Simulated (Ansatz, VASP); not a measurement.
PbS in VASP and in Ansatz

```
CELL_PARAMETERS angstrom
1.99000 -5.55500 0.00000
1.99000 5.55500 0.00000
0.00000 0.00000 4.16000
ATOMIC_POSITIONS crystal
Pb 0.86944 0.13056 0.75000
Pb 0.13056 0.86944 0.25000
S 0.64520 0.35480 0.75000
S 0.35480 0.64520 0.25000
```

Alike in both runs: task single point; functional PBE; k mesh 6 × 6 × 4; occupations gaussian, width 0.1 eV; no spin polarisation.

|  | VASP | Ansatz |
| --- | --- | --- |
| version | VASP 6.6.1 | Ansatz 0.2.0 |
| potentials or method | VASP PAW PBE potentials, release 64 (Pb_d, S), cutoff 520 eV | scalar-relativistic, plane waves, PAW |
| valence electrons in the cell | 40 | 40 |

```tsv
	VASP	Ansatz	Ansatz less VASP
gap on the k mesh at the Fermi level (eV)	1.42	1.42	-0.002
least direct gap on the mesh (eV)	1.61	1.60	-0.007
pressure (GPa)	12.3	12.4	+0.11
traceless stress, the component that is largest in VASP (GPa)	5.23	5.29	+0.063
rms of the force components (eV/Å)	0.853	0.858	+0.0052
```

Atom by atom the forces differ by 0.005 eV/Å (rms over components).

Spin-orbit coupling is off throughout.
